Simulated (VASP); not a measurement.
# Sr3Zn in VASP: further runs, part 2 of 3

VASP 6.6.1. The steps go on from the part before.

**3. Single point, PBEsol**

INCAR

```
ALGO = Normal
EDIFF = 1E-6
ENCUT = 520
GGA = PS
ISIF = 2
ISMEAR = -1
LASPH = True
LCHARG = True
LELF = True
LREAL = False
LVHAR = True
LWAVE = False
NBANDS = 29
NELM = 80
PREC = Accurate
SIGMA = 0.1
```

KPOINTS

```
k-points
0
Gamma
  5 5 5
```

POSCAR

```
Sr3Zn
1.0
    5.4799420000      0.0000000000      0.0000000000
    0.0000000000      5.4799420000      0.0000000000
    0.0000000000      0.0000000000      5.4799420000
Sr Zn
3 1
Direct
    0.5000000000      0.0000000000      0.5000000000
    0.5000000000      0.5000000000      0.0000000000
    0.0000000000      0.5000000000      0.5000000000
    0.0000000000      0.0000000000     -0.0182483683
```

Potentials or basis: VASP PAW PBE potentials, release 64 (Sr_sv, Zn).

Started as:

```bash
cat potpaw_PBE.64/Sr_sv/POTCAR potpaw_PBE.64/Zn/POTCAR > POTCAR
mpirun -np 1 vasp_std > vasp.out
```

OUTCAR:

```text
EDIFF = 1E-6
   ENCUT = 520
   GGA = PS
   ISIF = 2
   ISMEAR = -1
   LASPH = True
   LREAL = False
   NELM = 80
   PREC = Accurate

 ion  position               nearest neighbor table
   1  0.500  0.000  0.500-   4 3.80   4 3.80   2 3.87   2 3.87   2 3.87   3 3.87   2 3.87   3 3.87
                             3 3.87   3 3.87   4 3.95   4 3.95
   2  0.500  0.500  0.000-   1 3.87   3 3.87   1 3.87   3 3.87   1 3.87   1 3.87   3 3.87   3 3.87
                             4 3.88   4 3.88   4 3.88   4 3.88
   3  0.000  0.500  0.500-   4 3.80   4 3.80   1 3.87   2 3.87   1 3.87   2 3.87   1 3.87   2 3.87
                             2 3.87   1 3.87   4 3.95   4 3.95
   4  0.000  0.000  0.982-   1 3.80   3 3.80   3 3.80   1 3.80   2 3.88   2 3.88   2 3.88   2 3.88
                             1 3.95   3 3.95   3 3.95   1 3.95

  LATTYP: Found a simple cubic cell.
 ALAT       =     5.4799420000

  Lattice vectors:

 A1 = (   5.4799420000,   0.0000000000,   0.0000000000)
 A2 = (   0.0000000000,   5.4799420000,   0.0000000000)
 A3 = (   0.0000000000,   0.0000000000,   5.4799420000)

Analysis of symmetry for initial positions (statically):
=====================================================================
 Subroutine PRICEL returns:
 Original cell was already a primitive cell.

 Routine SETGRP: Setting up the symmetry group for a
 simple cubic supercell.

 Subroutine GETGRP returns: Found  8 space group operations
 (whereof  8 operations were pure point group operations)
 out of a pool of 48 trial point group operations.

The static configuration has the point symmetry C_4v.

Analysis of symmetry for dynamics (positions and initial velocities):
=====================================================================
 Subroutine PRICEL returns:
 Original cell was already a primitive cell.

 Routine SETGRP: Setting up the symmetry group for a
 simple cubic supercell.

 Subroutine GETGRP returns: Found  8 space group operations
 (whereof  8 operations were pure point group operations)
 out of a pool of 48 trial point group operations.

The dynamic configuration has the point symmetry C_4v.

 Subroutine INISYM returns: Found  8 space group operations
 (whereof  8 operations are pure point group operations),
 and found     1 'primitive' translations

----------------------------------------------------------------------------------------

                                     Primitive cell

  volume of cell :     164.5614

  direct lattice vectors                    reciprocal lattice vectors
     5.479942000  0.000000000  0.000000000     0.182483683  0.000000000  0.000000000
     0.000000000  5.479942000  0.000000000     0.000000000  0.182483683  0.000000000
     0.000000000  0.000000000  5.479942000     0.000000000  0.000000000  0.182483683

  length of vectors
     5.479942000  5.479942000  5.479942000     0.182483683  0.182483683  0.182483683

  position of ions in fractional coordinates (direct lattice)
     0.500000000  0.000000000  0.500000000
     0.500000000  0.500000000  0.000000000
     0.000000000  0.500000000  0.500000000
     0.000000000  0.000000000  0.981751632

  ion indices of the primitive-cell ions
   primitive index   ion index
                 1           1
                 2           2
                 3           3
[... 25 lines left out ...]

 Found     18 irreducible k-points:

 Following reciprocal coordinates:
            Coordinates               Weight
  0.000000  0.000000  0.000000      1.000000
  0.200000  0.000000  0.000000      4.000000
  0.000000  0.000000  0.200000      2.000000
  0.400000  0.000000  0.000000      4.000000
  0.000000  0.000000  0.400000      2.000000
  0.200000  0.200000  0.000000      4.000000
[... 10 lines left out ...]
  0.200000  0.400000  0.400000     16.000000
  0.400000  0.400000  0.400000      8.000000
   k-points           NKPTS =     18   k-points in BZ     NKDIM =     18   number of bands    NBANDS=     29
   number of dos      NEDOS =    301   number of ions     NIONS =      4
   total plane-waves  NPLWV =  74088
   dimension x,y,z NGX =    42 NGY =   42 NGZ =   42
   dimension x,y,z NGXF=    84 NGYF=   84 NGZF=   84
   ions per type =               3   1
   NGX,Y,Z   is equivalent  to a cutoff of  12.74, 12.74, 12.74 a.u.
   NGXF,Y,Z  is equivalent  to a cutoff of  25.48, 25.48, 25.48 a.u.
 SYSTEM =  unknown system
   PREC   = accura    normal or accurate (medium, high low for compatibility)
   ISTART =      0    job   : 0-new  1-cont  2-samecut
   ICHARG =      2    charge: 1-file 2-atom 10-const
   ISPIN  =      1    spin polarized calculation?
   LNONCOLLINEAR =      F non collinear calculations
   LSORBIT =      F    spin-orbit coupling
   LASPH  =      T    aspherical Exc in radial PAW
   ENCUT  =  520.0 eV  38.22 Ry    6.18 a.u.  10.19 10.19 10.19*2*pi/ulx,y,z
   NELM   =     80;   NELMIN=  2; NELMDL= -5     # of ELM steps
   EDIFF  = 0.1E-05   stopping-criterion for ELM
   LREAL  =      F    real-space projection
   EDIFFG = 0.1E-04   stopping-criterion for IOM
   NSW    =      0    number of steps for IOM
   IBRION =     -1    ionic relax: 0-MD 1-quasi-New 2-CG
   NFREE  =      0    steps in history (QN), initial steepest desc. (CG)
   ISIF   =      2    stress and relaxation
   ISYM   =      2    0-nonsym 1-usesym 2-fastsym
   POTIM  = 0.5000    time-step for ionic-motion
   TEBEG  =    0.0;   TEEND  =   0.0 temperature during run
   PSTRESS=    0.0 pullay stress
   NELECT =      42.0000    total number of electrons
   NUPDOWN=      -1.0000    fix difference up-down
   EMIN   =  10.00;   EMAX   =-10.00  energy-range for DOS
   EFERMI =   0.00;   METHOD = LEGACY
   ISMEAR =    -1;   SIGMA  =   0.10  broadening in eV -4-tet -1-fermi 0-gaus
   EFERMI_NEDOS =   21; number of points for ismear=-14 and -15
   IALGO  =     38    algorithm
   IMIX   =      4    mixing-type and parameters
     AMIX     =   0.40;   BMIX     =  1.00
     AMIX_MAG =   1.60;   BMIX_MAG =  1.00
  volume/ion in A,a.u.               =      41.14       277.63
  Fermi-wavevector in a.u.,A,eV,Ry     =   1.038441  1.962370 14.671984  1.078360
  Thomas-Fermi vector in A             =   2.172926
   LORBIT       =      0    0 simple, 1 ext, 2 COOP (PROOUT), +10 PAW based schemes
   GGA     = PS    functional components
   LHFCALC =     F    Hartree Fock is set to
   AEXX    =    0.0000 exact exchange contribution
   IVDW    =     0    specifies the selected vdW correction
   LEPSILON=     F    determine dielectric tensor
   LRPA    =     F    only Hartree local field effects (RPA)
 non-spin polarized calculation
  energy-cutoff  :      520.00
  volume of cell :      164.56
 maximum number of plane-waves:      4447
 NGX is ok and might be reduce to    42
   NGX = 21   NGY = 21   NGZ = 21

 number of electron      41.9999997 magnetization

 Free energy of the ion-electron system (eV)
  ---------------------------------------------------
  ext. energy  EPLUGINS =         0.00000000
  ---------------------------------------------------
  free energy    TOTEN  =        -6.72148371 eV

  energy without entropy =       -6.55612305  energy(sigma->0) =       -6.63880338

 E-fermi :   1.7214     XC(G=0):  -8.1629

 val. band max:        1.6937591708   @ k =   0.4000   0.2000   0.2000
 cond. band min:       1.7294533524   @ k =   0.2000   0.2000   0.2000
 fundamental gap:      0.0356941816
 Fermi energy:         1.7213633380

 k-point     1 :       0.0000    0.0000    0.0000
  band No.  band energies     occupation
      1     -34.5339      2.00000
      2     -34.4837      2.00000
      3     -34.4817      2.00000
      4     -16.7114      2.00000
      5     -16.7109      2.00000
      6     -16.7109      2.00000
[... 565 lines left out ...]
     28       4.4273      0.00000
     29       4.9079      0.00000

------------------------ aborting loop because EDIFF is reached ----------------------------------------

  FORCE on cell =-STRESS in cart. coord.  units (eV):
  Direction    XX          YY          ZZ          XY          YZ          ZX
  --------------------------------------------------------------------------------------
  -------------------------------------------------------------------------------------
  Total       -0.8496889     -0.8496889     -0.8348450      0.0000000      0.0000000     -0.0000000
  in kB       -8.2726119     -8.2726119     -8.1280904      0.0000000      0.0000000     -0.0000000
  external PRESSURE =      -8.2244380 kB  Pullay stress =       0.0000000 kB

 VOLUME and BASIS-vectors are now :
 -----------------------------------------------------------------------------
  energy-cutoff  :      520.00
  volume of cell :      164.56
      direct lattice vectors                 reciprocal lattice vectors
     5.479942000  0.000000000  0.000000000     0.182483683  0.000000000  0.000000000
     0.000000000  5.479942000  0.000000000     0.000000000  0.182483683  0.000000000
     0.000000000  0.000000000  5.479942000     0.000000000  0.000000000  0.182483683

 POSITION                                       TOTAL-FORCE (eV/Angst)
 -----------------------------------------------------------------------------------
      2.73997      0.00000      2.73997         0.000000     -0.000000      0.020866
      2.73997      2.73997      0.00000        -0.000000      0.000000     -0.045885
      0.00000      2.73997      2.73997        -0.000000     -0.000000      0.020866
      0.00000      0.00000      5.37994        -0.000000     -0.000000      0.004154
 -----------------------------------------------------------------------------------
    total drift:                                0.000000     -0.000000      0.000432

  FREE ENERGIE OF THE ION-ELECTRON SYSTEM (eV)
  ---------------------------------------------------
  free  energy   TOTEN  =        -6.7214837073 eV

  energy  without entropy=       -6.5561230458  energy(sigma->0) =       -6.63880338
```

OSZICAR:

```text
N       E                     dE             d eps       ncg     rms          rms(c)
DAV:   1     0.313942037182E+03    0.31394E+03   -0.19208E+04  1044   0.135E+03
DAV:   2     0.250426923603E+02   -0.28890E+03   -0.28155E+03  1097   0.332E+02
DAV:   3    -0.532574064903E+01   -0.30368E+02   -0.29975E+02  1620   0.922E+01
DAV:   4    -0.683396860105E+01   -0.15082E+01   -0.15001E+01  1438   0.171E+01
DAV:   5    -0.691000755729E+01   -0.76039E-01   -0.76001E-01  1670   0.344E+00    0.241E+01
DAV:   6    -0.673832430958E+01    0.17168E+00   -0.93481E-01  1212   0.612E+00    0.131E+01
DAV:   7    -0.672721822783E+01    0.11106E-01   -0.19758E-01  1459   0.337E+00    0.180E+00
DAV:   8    -0.672156240420E+01    0.56558E-02   -0.34712E-02  1470   0.123E+00    0.404E-01
DAV:   9    -0.672140060063E+01    0.16180E-03   -0.45637E-03  1457   0.214E-01    0.857E-02
DAV:  10    -0.672146576453E+01   -0.65164E-04   -0.39561E-04  1536   0.755E-02    0.517E-02
DAV:  11    -0.672148288146E+01   -0.17117E-04   -0.22857E-05  1355   0.253E-02    0.108E-02
DAV:  12    -0.672148370734E+01   -0.82588E-06   -0.27123E-06  1064   0.824E-03
   1 F= -.67214837E+01 E0= -.66388034E+01  d E =-.165361E+00
```

stdout:

```text
POSCAR found type information on POSCAR SrZn
 POSCAR found :  2 types and       4 ions
 scaLAPACK will be used
 -----------------------------------------------------------------------------
|                                                                             |
|                                                                             |
|     You enforced a specific xc type in the INCAR file but a different       |
|     I HOPE YOU KNOW WHAT YOU ARE DOING!                                     |
|                                                                             |
 -----------------------------------------------------------------------------

 LDA part: xc-table for (Slater+PW92), standard interpolation
 POSCAR, INCAR and KPOINTS ok, starting setup
 FFT: planning ... GRIDC
 FFT: planning ... GRID_SOFT
 FFT: planning ... GRID
 WAVECAR not read
 entering main loop
```

Run time: 71 s. Hardware: 1 thread of Intel Xeon 6975P-C, shared host; peak memory 0.3 GiB.

Results:

```yaml
Free_energy: -6.7215 eV
Pressure: -0.8 GPa
Largest_force: 0.046 eV/Å
Band_gap_on_the_k_mesh: zero (band 21 reaches 2.12 eV, above the bottom of band 22 at 1.69 eV)
```

Forces on the atoms (eV/Å):
```
Sr   0.000  0.000  0.021
Sr   0.000  0.000 -0.046
Sr   0.000  0.000  0.021
Zn   0.000  0.000  0.004
```

Levels at points of the mesh, in eV from the Fermi level:
```tsv
k point	band 17	band 18	band 19	band 20	band 21	band 22	band 23	band 24	band 25	band 26
(0.00, 0.00, 0.00)	-6.74	-4.76	-1.72	0.11	0.12	0.75	0.75	0.76	1.08	1.08
```

Caveat: the PAW data sets were made with another functional, which shifts forces and pressure a little.

(Part 2 of 3 ends here.)
